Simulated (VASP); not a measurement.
# AlN (Fm-3m) in VASP: notebook

Runs on AlN. Level: HSE06. Tasks: single point.

Program: VASP 6.6.1. These are calculated values, not measurements. Logs are shortened: lines on timing, memory, paths and dates and some standing lists are left out, and cuts for length are marked.

### 1 The cell of the first run

Symmetry: Fm-3m, No. 225, cubic system. The conventional cell has a = 4.078 Å, b = 4.078 Å, c = 4.078 Å, α = 90.00°, β = 90.00°, γ = 90.00°. Al (site symmetry m-3m) has 6 N at 2.04 Å within 2.7 Å. Within 2.7 Å of N (site symmetry m-3m) lie 6 Al at 2.04 Å.

### 2 Single point, HSE06 (strain +1.0%)

POSCAR reads:

```
AlN
1.0
    0.0000000000      2.0390571367      2.0390571367
    2.0390571367      0.0000000000      2.0390571367
    2.0390571367      2.0390571367      0.0000000000
Al N
1 1
Direct
    0.0000000000      0.0000000000      0.0000000000
    0.5000000000      0.5000000000      0.5000000000
```

INCAR.step1 reads:

```
SYSTEM = AlN
PREC = Accurate
ENCUT = 520
EDIFF = 1E-5
ISMEAR = 0
SIGMA = 0.01
LREAL = .False.
LASPH = .True.
NELM = 60
ALGO = Normal
ISIF = 2
LWAVE = .True.
GGA = PE
NBANDS = 11
```

INCAR.step2 reads:

```
SYSTEM = AlN
PREC = Accurate
ENCUT = 520
EDIFF = 1E-6
ISMEAR = 0
SIGMA = 0.01
LREAL = .False.
LASPH = .True.
NELM = 60
ALGO = Normal
ISIF = 2
LWAVE = .False.
LCHARG = .True.
GGA = PE
LHFCALC = .True.
HFSCREEN = 0.2079
PRECFOCK = Normal
LELF = .True.
LVHAR = .True.
ISTART = 1
NBANDS = 11
```

KPOINTS reads:

```
Automatic mesh
0
Gamma
  8 8 8
  0 0 0
```

Potentials or basis: VASP PAW PBE potentials, release 64 (Al, N).

Run with:

```
> cat potpaw_PBE.64/Al/POTCAR potpaw_PBE.64/N/POTCAR > POTCAR
> cp INCAR.step1 INCAR
> mpirun -np 1 vasp_std > vasp.out
> cp INCAR.step2 INCAR
> mpirun -np 1 vasp_std > vasp.out
```

OUTCAR:

```text
SYSTEM = AlN
   PREC = Accurate
   ENCUT = 520
   EDIFF = 1E-6
   ISMEAR = 0
   LREAL = .False.
   LASPH = .True.
   NELM = 60
   ISIF = 2
   GGA = PE
   LHFCALC = .True.
   HFSCREEN = 0.2079
   PRECFOCK = Normal
   ISTART = 1

 ion  position               nearest neighbor table
   1  0.000  0.000  0.000-   2 2.04   2 2.04   2 2.04   2 2.04   2 2.04   2 2.04
   2  0.500  0.500  0.500-   1 2.04   1 2.04   1 2.04   1 2.04   1 2.04   1 2.04

  LATTYP: Found a face centered cubic cell.
 ALAT       =     4.0781142734

  Lattice vectors:

 A1 = (   0.0000000000,   2.0390571367,   2.0390571367)
 A2 = (   2.0390571367,   0.0000000000,   2.0390571367)
 A3 = (   2.0390571367,   2.0390571367,   0.0000000000)

Analysis of symmetry for initial positions (statically):
=====================================================================
 Subroutine PRICEL returns:
 Original cell was already a primitive cell.

 Routine SETGRP: Setting up the symmetry group for a
 face centered cubic supercell.

 Subroutine GETGRP returns: Found 48 space group operations
 (whereof 48 operations were pure point group operations)
 out of a pool of 48 trial point group operations.

The static configuration has the point symmetry O_h .

Analysis of symmetry for dynamics (positions and initial velocities):
=====================================================================
 Subroutine PRICEL returns:
 Original cell was already a primitive cell.

 Routine SETGRP: Setting up the symmetry group for a
 face centered cubic supercell.

 Subroutine GETGRP returns: Found 48 space group operations
 (whereof 48 operations were pure point group operations)
 out of a pool of 48 trial point group operations.

The dynamic configuration has the point symmetry O_h .

 Subroutine INISYM returns: Found 48 space group operations
 (whereof 48 operations are pure point group operations),
 and found     1 'primitive' translations

----------------------------------------------------------------------------------------

                                     Primitive cell

  volume of cell :      16.9558

  direct lattice vectors                    reciprocal lattice vectors
     0.000000000  2.039057137  2.039057137    -0.245211373  0.245211373  0.245211373
     2.039057137  0.000000000  2.039057137     0.245211373 -0.245211373  0.245211373
     2.039057137  2.039057137  0.000000000     0.245211373  0.245211373 -0.245211373

  length of vectors
     2.883662257  2.883662257  2.883662257     0.424718557  0.424718557  0.424718557

  position of ions in fractional coordinates (direct lattice)
     0.000000000  0.000000000  0.000000000
     0.500000000  0.500000000  0.500000000

  ion indices of the primitive-cell ions
   primitive index   ion index
                 1           1
                 2           2

----------------------------------------------------------------------------------------

 KPOINTS: Automatic mesh

Automatic generation of k-mesh.
 Grid dimensions read from file:
 generate k-points for:    8    8    8

 Generating k-lattice:

  Cartesian coordinates                     Fractional coordinates (reciprocal lattice)
    -0.030651422  0.030651422  0.030651422     0.125000000  0.000000000  0.000000000
     0.030651422 -0.030651422  0.030651422     0.000000000  0.125000000  0.000000000
     0.030651422  0.030651422 -0.030651422     0.000000000  0.000000000  0.125000000

  Length of vectors
     0.053089820  0.053089820  0.053089820

  Shift w.r.t. Gamma in fractional coordinates (k-lattice)
     0.000000000  0.000000000  0.000000000

 Subroutine IBZKPT returns following result:
 ===========================================

 Found     29 irreducible k-points:

 Following reciprocal coordinates:
            Coordinates               Weight
  0.000000  0.000000  0.000000      1.000000
  0.125000  0.000000  0.000000      8.000000
  0.250000  0.000000  0.000000      8.000000
  0.375000  0.000000  0.000000      8.000000
  0.500000  0.000000  0.000000      4.000000
  0.125000  0.125000  0.000000      6.000000
[... 16 lines left out ...]
  0.500000  0.250000  0.125000     48.000000
 -0.375000  0.250000  0.125000     24.000000
 [... further k-points ...]
   k-points           NKPTS =     29   k-points in BZ     NKDIM =    512   number of bands    NBANDS=     11
   number of dos      NEDOS =    301   number of ions     NIONS =      2
   total plane-waves  NPLWV =  13824
   dimension x,y,z NGX =    24 NGY =   24 NGZ =   24
   dimension x,y,z NGXF=    48 NGYF=   48 NGZF=   48
   ions per type =               1   1
   NGX,Y,Z   is equivalent  to a cutoff of  13.84, 13.84, 13.84 a.u.
   NGXF,Y,Z  is equivalent  to a cutoff of  27.67, 27.67, 27.67 a.u.
 SYSTEM =  AlN
   PREC   = accura    normal or accurate (medium, high low for compatibility)
   ISTART =      1    job   : 0-new  1-cont  2-samecut
   ICHARG =      0    charge: 1-file 2-atom 10-const
   ISPIN  =      1    spin polarized calculation?
   LNONCOLLINEAR =      F non collinear calculations
   LSORBIT =      F    spin-orbit coupling
   LASPH  =      T    aspherical Exc in radial PAW
   ENCUT  =  520.0 eV  38.22 Ry    6.18 a.u.   5.36  5.36  5.36*2*pi/ulx,y,z
   NELM   =     60;   NELMIN=  2; NELMDL=  0     # of ELM steps
   EDIFF  = 0.1E-05   stopping-criterion for ELM
   LREAL  =      F    real-space projection
   EDIFFG = 0.1E-04   stopping-criterion for IOM
   NSW    =      0    number of steps for IOM
   IBRION =     -1    ionic relax: 0-MD 1-quasi-New 2-CG
   NFREE  =      0    steps in history (QN), initial steepest desc. (CG)
   ISIF   =      2    stress and relaxation
   ISYM   =      3    0-nonsym 1-usesym 2-fastsym
   POTIM  = 0.5000    time-step for ionic-motion
   TEBEG  =    0.0;   TEEND  =   0.0 temperature during run
   PSTRESS=    0.0 pullay stress
   NELECT =       8.0000    total number of electrons
   NUPDOWN=      -1.0000    fix difference up-down
   EMIN   =  10.00;   EMAX   =-10.00  energy-range for DOS
   EFERMI =   0.00;   METHOD = LEGACY
   ISMEAR =     0;   SIGMA  =   0.01  broadening in eV -4-tet -1-fermi 0-gaus
   EFERMI_NEDOS =   21; number of points for ismear=-14 and -15
   IALGO  =     38    algorithm
   IMIX   =      1    mixing-type and parameters
     AMIX     =   0.40;   BMIX     =  1.00
     AMIX_MAG =   1.60;   BMIX_MAG =  1.00
  volume/ion in A,a.u.               =       8.48        57.21
  Fermi-wavevector in a.u.,A,eV,Ry     =   1.274477  2.408413 22.099839  1.624292
  Thomas-Fermi vector in A             =   2.407243
   LORBIT       =      0    0 simple, 1 ext, 2 COOP (PROOUT), +10 PAW based schemes
   GGA     = PE    functional components
   LHFCALC =     T    Hartree Fock is set to
   PRECFOCK=normal    Normal, Fast or Accurate (Low or Medium for compatibility)
   ENCUT4O =  -1.0   cutoff for four orbital integrals eV
   NKREDX  =     1    reduce k-point grid by
   NKREDY  =     1    reduce k-point grid by
   NKREDZ  =     1    reduce k-point grid by
   AEXX    =    0.2500 exact exchange contribution
   HFSCREEN=    0.2079 screening length (either q_TF or 0.3 A-1)
   HFSCREENC=   0.2079 screening length for correlation (either q_TF or 0.3 A-1)
   ENCUTFOCK=  -1.0 apply spherical cutoff to Coloumb kernel
   IVDW    =     0    specifies the selected vdW correction
   LEPSILON=     F    determine dielectric tensor
   LRPA    =     F    only Hartree local field effects (RPA)
 non-spin polarized calculation
 Gauss-broadening in eV      SIGMA  =   0.01
  energy-cutoff  :      520.00
  volume of cell :       16.96
 maximum number of plane-waves:       469
 NGX is ok and might be reduce to    24
  NGX = 18; NGY = 18; NGZ = 18

 number of electron       8.0000000 magnetization

 Free energy of the ion-electron system (eV)
  ---------------------------------------------------
  ext. energy  EPLUGINS =         0.00000000
  ---------------------------------------------------
  free energy    TOTEN  =       -17.11741226 eV

  energy without entropy =      -17.11741226  energy(sigma->0) =      -17.11741226

 E-fermi :   8.8289     XC(G=0):  -9.9641

 val. band max:        8.7845707358   @ k =   0.0000   0.0000   0.0000
 cond. band min:      14.4862439622   @ k =   0.5000   0.5000   0.0000
 fundamental gap:      5.7016732264
 Fermi energy:         8.8288767821

 k-point     1 :       0.0000    0.0000    0.0000
  band No.  band energies     occupation
      1     -10.1963      2.00000
      2       8.7846      2.00000
      3       8.7846      2.00000
      4       8.7846      2.00000
      5      15.5796      0.00000
      6      22.4874      0.00000
      7      22.4874      0.00000
      8      22.4874      0.00000
      9      27.5987      0.00000
     10      28.2815      0.00000
     11      28.2815      0.00000

 k-point     2 :       0.1250    0.0000    0.0000
  band No.  band energies     occupation
      1      -9.8621      2.00000
      2       7.1911      2.00000
      3       8.5947      2.00000
      4       8.5947      2.00000
      5      16.5081      0.00000
      6      21.2913      0.00000
      7      22.9127      0.00000
      8      22.9127      0.00000
      9      26.2409      0.00000
     10      26.2409      0.00000
     11      28.5292      0.00000

 k-point     3 :       0.2500    0.0000    0.0000
  band No.  band energies     occupation
      1      -8.9138      2.00000
      2       4.1441      2.00000
      3       8.1801      2.00000
      4       8.1801      2.00000
      5      16.9140      0.00000
      6      21.4967      0.00000
      7      22.5695      0.00000
      8      22.5695      0.00000
      9      26.6222      0.00000
     10      26.6222      0.00000
     11      27.5228      0.00000

 k-point     4 :       0.3750    0.0000    0.0000
  band No.  band energies     occupation
      1      -7.6072      2.00000
      2       1.2863      2.00000
      3       7.8140      2.00000
      4       7.8140      2.00000
      5      16.3764      0.00000
      6      21.5449      0.00000
      7      21.5449      0.00000
      8      23.1458      0.00000
      9      26.6895      0.00000
     10      29.3436      0.00000
     11      29.3436      0.00000

 k-point     5 :       0.5000    0.0000    0.0000
  band No.  band energies     occupation
      1      -6.8308      2.00000
      2      -0.0442      2.00000
      3       7.6739      2.00000
      4       7.6739      2.00000
      5      16.1360      0.00000
      6      21.1489      0.00000
      7      21.1489      0.00000
      8      23.8903      0.00000
      9      26.4953      0.00000
     10      31.3437      0.00000
     11      31.3437      0.00000
[... 211 lines left out ...]
 k-point    21 :       0.5000    0.5000    0.0000
  band No.  band energies     occupation
      1      -5.8160      2.00000
      2       0.9487      2.00000
      3       5.8019      2.00000
      4       5.8019      2.00000
      5      14.4862      0.00000
      6      15.4274      0.00000
      7      24.6842      0.00000
      8      27.8362      0.00000
      9      27.8362      0.00000
     10      33.8394      0.00000
     11      36.7025      0.00000

 k-point    22 :       0.3750    0.2500    0.1250
  band No.  band energies     occupation
      1      -8.1339      2.00000
      2       3.7322      2.00000
      3       6.1018      2.00000
      4       7.5583      2.00000
      5      18.7819      0.00000
      6      19.0492      0.00000
      7      20.4395      0.00000
      8      24.2353      0.00000
      9      25.6187      0.00000
     10      30.1926      0.00000
     11      31.9934      0.00000

 k-point    23 :       0.5000    0.2500    0.1250
  band No.  band energies     occupation
      1      -6.9680      2.00000
      2       1.9045      2.00000
      3       5.1285      2.00000
      4       6.9959      2.00000
      5      18.4769      0.00000
      6      19.2978      0.00000
      7      21.1655      0.00000
      8      23.6194      0.00000
      9      27.4571      0.00000
     10      30.7086      0.00000
     11      32.4748      0.00000

 k-point    24 :      -0.3750    0.2500    0.1250
  band No.  band energies     occupation
      1      -6.3143      2.00000
      2       0.9077      2.00000
      3       4.8912      2.00000
      4       6.7120      2.00000
      5      18.5719      0.00000
      6      18.6706      0.00000
      7      22.8168      0.00000
      8      23.0801      0.00000
      9      28.6100      0.00000
     10      29.5734      0.00000
     11      33.0187      0.00000

 [... further k-points ...]

------------------------ aborting loop because EDIFF is reached ----------------------------------------

  FORCE on cell =-STRESS in cart. coord.  units (eV):
  Direction    XX          YY          ZZ          XY          YZ          ZX
  --------------------------------------------------------------------------------------
  -------------------------------------------------------------------------------------
  Total       -0.9727936     -0.9727936     -0.9727936      0.0000000     -0.0000000     -0.0000000
  in kB      -91.9206558    -91.9206558    -91.9206558      0.0000000     -0.0000000     -0.0000000
  external PRESSURE =     -91.9206558 kB  Pullay stress =       0.0000000 kB

 VOLUME and BASIS-vectors are now :
 -----------------------------------------------------------------------------
  energy-cutoff  :      520.00
  volume of cell :       16.96
      direct lattice vectors                 reciprocal lattice vectors
     0.000000000  2.039057137  2.039057137    -0.245211373  0.245211373  0.245211373
     2.039057137  0.000000000  2.039057137     0.245211373 -0.245211373  0.245211373
     2.039057137  2.039057137  0.000000000     0.245211373  0.245211373 -0.245211373

 POSITION                                       TOTAL-FORCE (eV/Angst)
 -----------------------------------------------------------------------------------
      0.00000      0.00000      0.00000         0.000000      0.000000      0.000000
      2.03906      2.03906      2.03906        -0.000000     -0.000000     -0.000000
 -----------------------------------------------------------------------------------
    total drift:                               -0.000030     -0.000039     -0.000039

  FREE ENERGIE OF THE ION-ELECTRON SYSTEM (eV)
  ---------------------------------------------------
  free  energy   TOTEN  =       -17.1174122635 eV

  energy  without entropy=      -17.1174122635  energy(sigma->0) =      -17.11741226
```

Run time: 20 min. Hardware: 1 thread of Oxide Virtual Turin-like, shared host; peak memory 0.21 GiB.

What came out:

| Property | Result |
| --- | --- |
| Free energy | -17.1174 eV |
| Pressure | -9.2 GPa |
| Band gap on the k mesh | 5.70 eV (least direct gap 6.79 eV) |

Caveat: the cell differs from its parent crystal (strain +1.0%); the cell stands under tension; the structure was generated, so it needn't be the stable form of AlN; the PAW data sets were made with another functional, which shifts forces and pressure a little.

### 3 Single point, HSE06 (strain +2.0%)

POSCAR reads:

```
AlN
1.0
    0.0000000000      2.0592458212      2.0592458212
    2.0592458212      0.0000000000      2.0592458212
    2.0592458212      2.0592458212      0.0000000000
Al N
1 1
Direct
    0.0000000000      0.0000000000      0.0000000000
    0.5000000000      0.5000000000      0.5000000000
```

INCAR.step1 reads:

```
ALGO = Normal ; EDIFF = 1E-5
ENCUT = 520 ; GGA = PE
ISIF = 2 ; ISMEAR = 0
LASPH = True ; LCHARG = False
LREAL = False ; LWAVE = True
NBANDS = 11 ; NELM = 100
PREC = Accurate ; SIGMA = 0.01
```

INCAR.step2 reads:

```
ALGO = Normal ; EDIFF = 1E-6
ENCUT = 520 ; GGA = PE
HFSCREEN = 0.2079 ; ISIF = 2
ISMEAR = 0 ; ISTART = 1
LASPH = True ; LCHARG = False
LHFCALC = True ; LREAL = False
LWAVE = False ; NBANDS = 11
NELM = 100 ; PREC = Accurate
PRECFOCK = Normal ; SIGMA = 0.01
```

KPOINTS reads:

```
k-points
0
Gamma
  8 8 8
```

Potentials or basis: VASP PAW PBE potentials, release 64 (Al, N).

Run with:

```
> cat potpaw_PBE.64/Al/POTCAR potpaw_PBE.64/N/POTCAR > POTCAR
> cp INCAR.step1 INCAR
> mpirun -np 1 vasp_std > vasp.out
> cp INCAR.step2 INCAR
> mpirun -np 1 vasp_std > vasp.out
```

It took 26 min on 1 thread of Oxide Virtual Turin-like, shared host; peak memory 0.22 GiB.

Results (log left out):

```
Free energy            : -17.0776 eV
Pressure               : -16.0 GPa
Band gap on the k mesh : 5.40 eV (least direct gap 6.35 eV)
```

Levels at points of the mesh, in eV from the valence-band top:
```
           k point  band 2  band 3  band 4  band 5  band 6  band 7
(0.00, 0.00, 0.00)    0.00    0.00    0.00    6.35   13.59   13.59
(0.50, 0.00, 0.00)   -8.64   -1.06   -1.06    7.15   12.11   12.11
(0.50, 0.50, 0.00)   -7.63   -2.90   -2.90    5.40    6.67   15.52
```

Caveat: the cell differs from its parent crystal (strain +2.0%); the cell stands under tension; the structure was generated, so it needn't be the stable form of AlN; the PAW data sets were made with another functional, which shifts forces and pressure a little.
